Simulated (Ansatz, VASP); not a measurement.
**WS2: VASP beside Ansatz**

The input INCAR:

```
ALGO = Normal ; DIPOL = 0.5 0.5 0.400
EDIFF = 1E-6 ; ENCUT = 520
GGA = PE ; IDIPOL = 3
ISIF = 2 ; ISMEAR = 0
IVDW = 12 ; LASPH = T
LCHARG = F ; LDIPOL = T
LREAL = F ; LWAVE = F
NBANDS = 35 ; NELM = 100
PREC = Accurate ; SIGMA = 0.05
```

KPOINTS

```
k-points
0
Gamma
  9 9 1
```

POSCAR

```
WS2
1.0
    3.1595457497      0.0000000000      0.0000000000
   -1.5797728749      2.7362468836      0.0000000000
    0.0000000000      0.0000000000     23.8042575719
S W
4 2
Direct
    0.3333333333      0.6666666667      0.1890418126
    0.3333333333      0.6666666667      0.3214605103
    0.8333333333      0.6666666667      0.4785752612
    0.8333333333      0.6666666667      0.6109939589
    0.6666666667      0.3333333333      0.2552511581
    1.1666666667      0.3333333333      0.5447846067
```

Input for Ansatz:

```yaml
crystal:
  lattice:
    - [3.1595457497, 0.0, 0.0]
    - [-1.5797728749, 2.7362468836, 0.0]
    - [0.0, 0.0, 23.8042575719]
  atoms:
    - { symbol: S, position: [0.3333333333, 0.6666666667, 0.1890418126] }
    - { symbol: W, position: [0.6666666667, 0.3333333333, 0.2552511581] }
    - { symbol: S, position: [0.3333333333, 0.6666666667, 0.3214605103] }
    - { symbol: S, position: [0.8333333333, 0.6666666667, 0.4785752612] }
    - { symbol: W, position: [1.1666666667, 0.3333333333, 0.5447846067] }
    - { symbol: S, position: [0.8333333333, 0.6666666667, 0.6109939589] }
basis:
  ecutwfc: 420
kpoints:
  mp_grid: { grid: [9, 9, 1] }
hamiltonian:
  xc: pbe
  pseudopotentials: { kind: paw, azcp: { folder: soft_1 } }
  dispersion: d3bj
scf:
  occupations: { method: gaussian, width: 0.05 }
output:
  forces: true
  eigenvalues: true
efield:
  axis: 3
  dipole_correction: true
  ramp_width: 0.04
```

Alike in both runs: task single point; functional PBE; dispersion D3(BJ); k mesh 9 × 9 × 1; occupations gaussian, width 0.05 eV; no spin polarisation.

|  | VASP | Ansatz |
| --- | --- | --- |
| version | VASP 6.6.1 | Ansatz 0.2.0 |
| potentials or method | VASP PAW PBE potentials, release 64 (S, W_sv), cutoff 520 eV | scalar-relativistic, plane waves, PAW |
| valence electrons in the cell | 52 | 52 |

```tsv
	VASP	Ansatz	Ansatz less VASP
gap on the k mesh at the Fermi level (eV)	1.84	1.83	-0.014
least direct gap on the mesh (eV)	1.92	1.92	-0.003
rms of the force components (eV/Å)	0.028	0.027	-0.0006
```

Neither program's run includes spin-orbit coupling.
